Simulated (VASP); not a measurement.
# Gd (P6_3/mmc) in VASP: settings compared

Gd is run at these levels: PBEsol, RPBE, r2SCAN; tasks: single point.

All numbers are computed with VASP 6.6.1; they aren't measurements. Logs are shortened: lines on timing, memory, paths and dates and some standing lists are left out, and cuts for length are marked.

## 1. The cell of the first run

It takes space group P6_3/mmc (No. 194, hexagonal). The conventional cell has a = 3.565 Å, b = 3.565 Å, c = 5.704 Å, α = 90.00°, β = 90.00°, γ = 120.00°. Gd (site symmetry -6m2) has 12 Gd at 3.52 to 3.57 Å within 4.6 Å.

## 2. Single point, PBEsol, collinear spin, ferromagnetic start

Contents of INCAR:

```
SYSTEM = Gd
PREC = Accurate ; ENCUT = 520
EDIFF = 1E-6 ; ISMEAR = -1
SIGMA = 0.05 ; LREAL = .False.
LASPH = .True. ; NELM = 150
ALGO = Normal ; ISIF = 2
LWAVE = .False. ; LCHARG = .False.
ISPIN = 2 ; MAGMOM = 7 7
LORBIT = 11 ; LMAXMIX = 6
GGA = PS ; NBANDS = 29
```

Contents of KPOINTS:

```
Automatic mesh
0
Gamma
  8 8 5
  0 0 0
```

Contents of POSCAR:

```
Gd
1.0
    3.5654535757      0.0000000000      0.0000000000
   -1.7827267879      3.0877733726      0.0000000000
    0.0000000000      0.0000000000      5.7042136446
Gd
2
Direct
    0.6666666667      0.3333333333      0.7500000000
    0.3333333333      0.6666666667      0.2500000000
```

Potentials or basis: VASP PAW PBE potentials, release 64 (Gd).

On the command line:

```console
> cat potpaw_PBE.64/Gd/POTCAR > POTCAR
> mpirun -np 1 vasp_std > vasp.out
```

OUTCAR:

```text
SYSTEM = Gd
   PREC = Accurate
   ENCUT = 520
   EDIFF = 1E-6
   ISMEAR = -1
   LREAL = .False.
   LASPH = .True.
   NELM = 150
   ISIF = 2
   ISPIN = 2
   LORBIT = 11
   GGA = PS

 ion  position               nearest neighbor table
   1  0.667  0.333  0.750-   2 3.52   2 3.52   2 3.52   2 3.52   2 3.52   2 3.52
   2  0.333  0.667  0.250-   1 3.52   1 3.52   1 3.52   1 3.52   1 3.52   1 3.52

  LATTYP: Found a hexagonal cell.
 ALAT       =     3.5654535757
 C/A-ratio  =     1.5998563783

  Lattice vectors:

 A1 = (   3.5654535757,   0.0000000000,   0.0000000000)
 A2 = (  -1.7827267879,   3.0877733726,   0.0000000000)
 A3 = (   0.0000000000,   0.0000000000,   5.7042136446)

Analysis of symmetry for initial positions (statically):
=====================================================================
 Subroutine PRICEL returns:
 Original cell was already a primitive cell.

 Routine SETGRP: Setting up the symmetry group for a
 hexagonal supercell.

 Subroutine GETGRP returns: Found 24 space group operations
 (whereof 12 operations were pure point group operations)
 out of a pool of 24 trial point group operations.

The static configuration has the point symmetry D_3d.
 The point group associated with its full space group is D_6h.

Analysis of symmetry for dynamics (positions and initial velocities):
=====================================================================
 Subroutine PRICEL returns:
 Original cell was already a primitive cell.

 Routine SETGRP: Setting up the symmetry group for a
 hexagonal supercell.

 Subroutine GETGRP returns: Found 24 space group operations
 (whereof 12 operations were pure point group operations)
 out of a pool of 24 trial point group operations.

The dynamic configuration has the point symmetry D_3d.
 The point group associated with its full space group is D_6h.

Analysis of structural, dynamic, and magnetic symmetry:
=====================================================================
 Subroutine PRICEL returns:
 Original cell was already a primitive cell.

 Routine SETGRP: Setting up the symmetry group for a
 hexagonal supercell.

 Subroutine GETGRP returns: Found 24 space group operations
 (whereof 12 operations were pure point group operations)
 out of a pool of 24 trial point group operations.

The overall configuration has the point symmetry D_3d.
 The point group associated with its full space group is D_6h.

 Subroutine INISYM returns: Found 24 space group operations
 (whereof 12 operations are pure point group operations),
 and found     1 'primitive' translations

----------------------------------------------------------------------------------------

                                     Primitive cell

  volume of cell :      62.7995

  direct lattice vectors                    reciprocal lattice vectors
     3.565453576  0.000000000  0.000000000     0.280469225  0.161928982  0.000000000
    -1.782726788  3.087773373  0.000000000     0.000000000  0.323857965  0.000000000
     0.000000000  0.000000000  5.704213645     0.000000000  0.000000000  0.175309002

  length of vectors
     3.565453576  3.565453576  5.704213645     0.323857965  0.323857965  0.175309002

  position of ions in fractional coordinates (direct lattice)
     0.666666667  0.333333333  0.750000000
     0.333333333  0.666666667  0.250000000

  ion indices of the primitive-cell ions
   primitive index   ion index
                 1           1
                 2           2

----------------------------------------------------------------------------------------

 KPOINTS: Automatic mesh

Automatic generation of k-mesh.
 Grid dimensions read from file:
 generate k-points for:    8    8    5

 Generating k-lattice:

  Cartesian coordinates                     Fractional coordinates (reciprocal lattice)
     0.035058653  0.020241123  0.000000000     0.125000000  0.000000000  0.000000000
     0.000000000  0.040482246  0.000000000     0.000000000  0.125000000  0.000000000
     0.000000000  0.000000000  0.035061800     0.000000000  0.000000000  0.200000000

  Length of vectors
     0.040482246  0.040482246  0.035061800

  Shift w.r.t. Gamma in fractional coordinates (k-lattice)
     0.000000000  0.000000000  0.000000000

 Subroutine IBZKPT returns following result:
 ===========================================

 Found     30 irreducible k-points:

 Following reciprocal coordinates:
            Coordinates               Weight
  0.000000  0.000000  0.000000      1.000000
  0.125000  0.000000  0.000000      6.000000
  0.250000  0.000000  0.000000      6.000000
  0.375000  0.000000  0.000000      6.000000
  0.500000  0.000000  0.000000      3.000000
  0.125000  0.125000  0.000000      6.000000
[... 16 lines left out ...]
  0.250000  0.000000  0.400000     12.000000
  0.375000  0.000000  0.400000     12.000000
 [... further k-points ...]
   k-points           NKPTS =     30   k-points in BZ     NKDIM =     30   number of bands    NBANDS=     29
   number of dos      NEDOS =    301   number of ions     NIONS =      2
   total plane-waves  NPLWV =  32928
   dimension x,y,z NGX =    28 NGY =   28 NGZ =   42
   dimension x,y,z NGXF=    56 NGYF=   56 NGZF=   84
   ions per type =               2
   NGX,Y,Z   is equivalent  to a cutoff of  13.06, 13.06, 12.24 a.u.
   NGXF,Y,Z  is equivalent  to a cutoff of  26.11, 26.11, 24.48 a.u.
 SYSTEM =  Gd
   PREC   = accura    normal or accurate (medium, high low for compatibility)
   ISTART =      0    job   : 0-new  1-cont  2-samecut
   ICHARG =      2    charge: 1-file 2-atom 10-const
   ISPIN  =      2    spin polarized calculation?
   LNONCOLLINEAR =      F non collinear calculations
   LSORBIT =      F    spin-orbit coupling
   LASPH  =      T    aspherical Exc in radial PAW
   ENCUT  =  520.0 eV  38.22 Ry    6.18 a.u.   6.63  6.63 10.61*2*pi/ulx,y,z
   NELM   =    150;   NELMIN=  2; NELMDL= -5     # of ELM steps
   EDIFF  = 0.1E-05   stopping-criterion for ELM
   LREAL  =      F    real-space projection
[... 7 lines left out ...]
   TEBEG  =    0.0;   TEEND  =   0.0 temperature during run
   PSTRESS=    0.0 pullay stress
   NELECT =      36.0000    total number of electrons
   NUPDOWN=      -1.0000    fix difference up-down
   EMIN   =  10.00;   EMAX   =-10.00  energy-range for DOS
   EFERMI =   0.00;   METHOD = LEGACY
   ISMEAR =    -1;   SIGMA  =   0.05  broadening in eV -4-tet -1-fermi 0-gaus
   EFERMI_NEDOS =   21; number of points for ismear=-14 and -15
   IALGO  =     38    algorithm
   IMIX   =      4    mixing-type and parameters
     AMIX     =   0.40;   BMIX     =  1.00
     AMIX_MAG =   1.60;   BMIX_MAG =  1.00
  volume/ion in A,a.u.               =      31.40       211.90
  Fermi-wavevector in a.u.,A,eV,Ry     =   1.359952  2.569937 25.163570  1.849470
  Thomas-Fermi vector in A             =   2.486656
   LORBIT       =     11    0 simple, 1 ext, 2 COOP (PROOUT), +10 PAW based schemes
   GGA     = PS    functional components
   LHFCALC =     F    Hartree Fock is set to
   AEXX    =    0.0000 exact exchange contribution
   IVDW    =     0    specifies the selected vdW correction
   LEPSILON=     F    determine dielectric tensor
   LRPA    =     F    only Hartree local field effects (RPA)
 spin polarized calculation
  energy-cutoff  :      520.00
  volume of cell :       62.80
 maximum number of plane-waves:      1725
 NGX is ok and might be reduce to    28
   NGX = 13   NGY = 13   NGZ = 21

 number of electron      36.0000000 magnetization      15.1703889

 Free energy of the ion-electron system (eV)
  ---------------------------------------------------
  ext. energy  EPLUGINS =         0.00000000
  ---------------------------------------------------
  free energy    TOTEN  =       -24.07427125 eV

  energy without entropy =      -24.04457986  energy(sigma->0) =      -24.05942555

 E-fermi :   3.0699     XC(G=0): -10.3476

 val. band max:        3.0534837178   @ k =   0.1250   0.1250   0.0000
 cond. band min:       3.0721176878   @ k =   0.3750   0.2500   0.0000
 fundamental gap:      0.0186339700
 Fermi energy:         3.0699250200

 spin component 1

 k-point     1 :       0.0000    0.0000    0.0000
  band No.  band energies     occupation
      1     -42.0903      1.00000
      2     -42.0047      1.00000
      3     -19.9177      1.00000
      4     -19.1917      1.00000
      5     -19.1917      1.00000
      6     -19.0700      1.00000
[... 21 lines left out ...]
     28       4.5669      0.00000
     29       5.0990      0.00000
[... 705 lines left out ...]
 k-point    24 :       0.3750    0.0000    0.4000
  band No.  band energies     occupation
      1     -42.0132      1.00000
      2     -42.0003      1.00000
      3     -19.8009      1.00000
      4     -19.7418      1.00000
      5     -19.3393      1.00000
      6     -19.2814      1.00000
[... 21 lines left out ...]
     28       4.4798      0.00000
     29       5.2571      0.00000

 [... further k-points ...]

 spin component 2

 k-point     1 :       0.0000    0.0000    0.0000
  band No.  band energies     occupation
      1     -38.8858      1.00000
      2     -38.7786      1.00000
      3     -17.6821      1.00000
      4     -16.7975      1.00000
      5     -16.7975      1.00000
      6     -16.6545      1.00000
[... 21 lines left out ...]
     28       5.7624      0.00000
     29       6.3049      0.00000
[... 705 lines left out ...]
 k-point    24 :       0.3750    0.0000    0.4000
  band No.  band energies     occupation
      1     -38.7891      1.00000
      2     -38.7730      1.00000
      3     -17.5374      1.00000
      4     -17.4664      1.00000
      5     -16.9829      1.00000
      6     -16.9071      1.00000
[... 21 lines left out ...]
     28       5.7048      0.00000
     29       6.4200      0.00000

 [... further k-points ...]

------------------------ aborting loop because EDIFF is reached ----------------------------------------

  FORCE on cell =-STRESS in cart. coord.  units (eV):
  Direction    XX          YY          ZZ          XY          YZ          ZX
  --------------------------------------------------------------------------------------
  -------------------------------------------------------------------------------------
  Total        0.0346377      0.0346377      0.0403884     -0.0000000      0.0000000     -0.0000000
  in kB        0.8836982      0.8836982      1.0304117     -0.0000000      0.0000000     -0.0000000
  external PRESSURE =       0.9326027 kB  Pullay stress =       0.0000000 kB

 VOLUME and BASIS-vectors are now :
 -----------------------------------------------------------------------------
  energy-cutoff  :      520.00
  volume of cell :       62.80
      direct lattice vectors                 reciprocal lattice vectors
     3.565453576  0.000000000  0.000000000     0.280469225  0.161928982  0.000000000
    -1.782726788  3.087773373  0.000000000     0.000000000  0.323857965  0.000000000
     0.000000000  0.000000000  5.704213645     0.000000000  0.000000000  0.175309002

 POSITION                                       TOTAL-FORCE (eV/Angst)
 -----------------------------------------------------------------------------------
      1.78273      1.02926      4.27816         0.000000      0.000000      0.000000
     -0.00000      2.05852      1.42605        -0.000000      0.000000      0.000000
 -----------------------------------------------------------------------------------
    total drift:                                0.000000     -0.000000      0.000000

  FREE ENERGIE OF THE ION-ELECTRON SYSTEM (eV)
  ---------------------------------------------------
  free  energy   TOTEN  =       -24.0742712490 eV

  energy  without entropy=      -24.0445798579  energy(sigma->0) =      -24.05942555

 total charge

# of ion       s       p       d       f       tot
--------------------------------------------------
    1        2.076   5.546   0.600   6.979  15.200
    2        2.076   5.546   0.600   6.979  15.200
--------------------------------------------------
tot          4.152  11.092   1.199  13.958  30.400

 magnetization (x)

# of ion       s       p       d       f       tot
--------------------------------------------------
    1        0.005  -0.043   0.212   6.815   6.990
    2        0.005  -0.043   0.212   6.815   6.990
--------------------------------------------------
tot          0.010  -0.085   0.424  13.631  13.980
```

Run time: 2.3 min. Hardware: 1 thread of Intel Xeon 6975P-C (Granite Rapids), shared host; peak memory 0.26 GiB.

Results:

```
Free energy                                           : -24.0743 eV
Pressure                                              : 0.1 GPa
Net moment                                            : 15.17 μB per cell
Site moments                                          : Gd +6.99 μB
Valence electrons inside the program's atomic spheres : Gd 15.20
```

Caveat: the PAW data sets were made with another functional, which shifts forces and pressure a little; spin-orbit coupling is left out, which moves the levels of the heavy elements; semilocal functionals describe open f shells poorly, which spoils levels, moments and volumes.

## 3. Single point, RPBE, collinear spin, ferromagnetic start

This run uses another cell than the first one, of 35.45 Å³/atom.

Contents of INCAR:

```
SYSTEM = Gd
ALGO     = Normal         ! electronic algorithm
EDIFF    = 1E-6           ! SCF threshold, eV
ENCUT    = 520            ! plane-wave cutoff, eV
GGA      = RP             ! functional
ISIF     = 2              ! what is computed and relaxed
ISMEAR   = -1             ! smearing method
ISPIN    = 2              ! spin polarisation
LASPH    = .TRUE.         ! aspherical terms in the spheres
LCHARG   = .FALSE.        ! write CHGCAR
LMAXMIX  = 6              ! l up to which the mixer works
LORBIT   = 11             ! projections on sites
LREAL    = .FALSE.        ! projectors in reciprocal space
LWAVE    = .FALSE.        ! write WAVECAR
MAGMOM   = 7 7            ! initial moments
NBANDS   = 29             ! bands
NELM     = 150            ! most SCF steps
PREC     = Accurate       ! precision mode
SIGMA    = 0.05           ! smearing width, eV
```

Contents of KPOINTS:

```
k-points
0
G
  8 8 5
  0 0 0
```

Contents of POSCAR:

```
Gd
1.0
    3.7095220544      0.0000000000      0.0000000000
   -1.8547610272      3.2125403350      0.0000000000
    0.0000000000      0.0000000000      5.9495112124
Gd
2
Direct
    0.6666666667      0.3333333333      0.7500000000
    0.3333333333      0.6666666667      0.2500000000
```

Potentials or basis: VASP PAW PBE potentials, release 64 (Gd).

On the command line:

```console
> cat potpaw_PBE.64/Gd/POTCAR > POTCAR
> mpirun -np 1 vasp_std > vasp.out
```

Wall time 3 min (1 thread of Intel Xeon 6975P-C (Granite Rapids), shared host); peak memory 0.28 GiB.

Results (log left out):

| Property | Result |
| --- | --- |
| Free energy | -22.9480 eV |
| Pressure | -0.2 GPa |
| Net moment | 15.35 μB per cell |
| Site moments | Gd +6.99 μB |
| Valence electrons inside the program's atomic spheres | Gd 15.17 |

Levels at points of the mesh, in eV from the Fermi level:
Spin up:
```
           k point  band 24  band 25  band 26  band 27  band 28  band 29
(0.00, 0.00, 0.00)    -2.44     0.67     1.28     1.28     1.36     1.83
(0.50, 0.00, 0.00)    -1.62    -1.22    -0.30     0.91     1.07     1.60
```
Spin down:
| k point | band 8 | band 9 | band 10 | band 11 | band 12 | band 13 |
| --- | --- | --- | --- | --- | --- | --- |
| (0.00, 0.00, 0.00) | -20.18 | -4.05 | -1.29 | 0.28 | 0.31 | 0.35 |
| (0.50, 0.00, 0.00) | -20.26 | -0.97 | -0.78 | -0.50 | 0.31 | 0.37 |

Caveat: the PAW data sets were made with another functional, which shifts forces and pressure a little; spin-orbit coupling is left out, which moves the levels of the heavy elements; semilocal functionals describe open f shells poorly, which spoils levels, moments and volumes. The state reached can hang on the start; a lower one may exist.

## 4. Single point, r2SCAN, collinear spin, ferromagnetic start

This run uses another cell than the first one, of 35.09 Å³/atom.

Contents of POSCAR:

```
Gd
1.0
    3.7073122223      0.0000000000      0.0000000000
   -1.8536561112      3.2106265643      0.0000000000
    0.0000000000      0.0000000000      5.8960131069
Gd
2
Direct
    0.6666666667      0.3333333333      0.7500000000
    0.3333333333      0.6666666667      0.2500000000
```

Contents of INCAR.step1:

```
SYSTEM = Gd
ALGO = Normal ; EDIFF = 1E-4
ENCUT = 520 ; GGA = PE
ISMEAR = -1 ; ISPIN = 2
LASPH = .TRUE. ; LCHARG = .FALSE.
LMAXMIX = 6 ; LREAL = .FALSE.
LWAVE = .TRUE. ; MAGMOM = 7 7
NBANDS = 29 ; NELM = 150
PREC = Accurate ; SIGMA = 0.05
```

Contents of INCAR.step2:

```
SYSTEM = Gd
ALGO = Normal ; EDIFF = 1E-6
ENCUT = 520 ; ISIF = 2
ISMEAR = -1 ; ISPIN = 2
ISTART = 1 ; LASPH = .TRUE.
LCHARG = .TRUE. ; LELF = .TRUE.
LMAXMIX = 6 ; LMIXTAU = .TRUE.
LORBIT = 11 ; LREAL = .FALSE.
LVHAR = .TRUE. ; LWAVE = .FALSE.
MAGMOM = 7 7 ; METAGGA = R2SCAN
NBANDS = 29 ; NELM = 150
PREC = Accurate ; SIGMA = 0.05
```

KPOINTS is that of step 3.

On the command line:

```console
> cat potpaw_PBE.64/Gd/POTCAR > POTCAR
> cp INCAR.step1 INCAR
> mpirun -np 1 vasp_std > vasp.out
> cp INCAR.step2 INCAR
> mpirun -np 1 vasp_std > vasp.out
```

It took 11 min on 1 thread of AMD EPYC 7R13 (Zen 3), shared host; peak memory 0.26 GiB.

It converged, with:

```yaml
Free_energy: -82.1838 eV
Pressure: -1.4 GPa
Net_moment: 15.88 μB per cell
Site_moments: Gd +7.08 μB
Valence_electrons_inside_the_program's_atomic_spheres: Gd 15.16
```

Stress tensor (GPa, compression positive):
```
-1.76  0.00  0.00
 0.00 -1.76  0.00
 0.00  0.00 -0.61
```

Levels at points of the mesh, in eV from the Fermi level:
Spin up:
| k point | band 22 | band 23 | band 24 | band 25 | band 26 | band 27 | band 28 | band 29 |
| --- | --- | --- | --- | --- | --- | --- | --- | --- |
| (0.00, 0.00, 0.00) | -5.92 | -5.61 | -2.93 | 0.38 | 1.11 | 1.11 | 1.29 | 1.70 |
| (0.50, 0.00, 0.00) | -5.92 | -2.78 | -2.00 | -1.49 | -0.64 | 0.63 | 0.89 | 1.59 |
Spin down:
| k point | band 6 | band 7 | band 8 | band 9 | band 10 | band 11 | band 12 | band 13 | band 14 | band 15 |
| --- | --- | --- | --- | --- | --- | --- | --- | --- | --- | --- |
| (0.00, 0.00, 0.00) | -21.01 | -21.01 | -21.01 | -4.10 | -1.04 | 1.03 | 1.05 | 1.10 | 1.13 | 1.17 |
| (0.50, 0.00, 0.00) | -21.27 | -21.20 | -21.08 | -0.99 | -0.61 | -0.61 | 1.03 | 1.09 | 1.18 | 1.19 |

Caveat: the PAW data sets were made with another functional, which shifts forces and pressure a little; spin-orbit coupling is left out, which moves the levels of the heavy elements; semilocal functionals describe open f shells poorly, which spoils levels, moments and volumes. The state reached can hang on the start; a lower one may exist.

## 5. Summary

```tsv
level	cell	gap on the mesh (eV)	pressure (GPa)	moment (μB)
PBEsol	a = 3.565, b = 3.565, c = 5.704 Å, angles 90.0, 90.0, 120.0°, 2 atoms	none	0.1	15.17
RPBE	a = 3.710, b = 3.710, c = 5.950 Å, angles 90.0, 90.0, 120.0°, 2 atoms	none	-0.2	15.35
r2SCAN	a = 3.707, b = 3.707, c = 5.896 Å, angles 90.0, 90.0, 120.0°, 2 atoms	none	-1.4	15.88
```

Alike in all rows: task single point; potentials or basis VASP PAW PBE potentials, release 64 (Gd); spin collinear, ferromagnetic start; k mesh 8 × 8 × 5; cutoff (eV) 520; smearing fermi-dirac 0.05 eV.

Caveats: the PAW data sets were made with another functional, which shifts forces and pressure a little; spin-orbit coupling is left out, which moves the levels of the heavy elements; semilocal functionals describe open f shells poorly, which spoils levels, moments and volumes.

Absolute energies hang on the potentials; compare differences alone.

The gap in the log of VASP goes by the Fermi energy; the results here count the filled bands.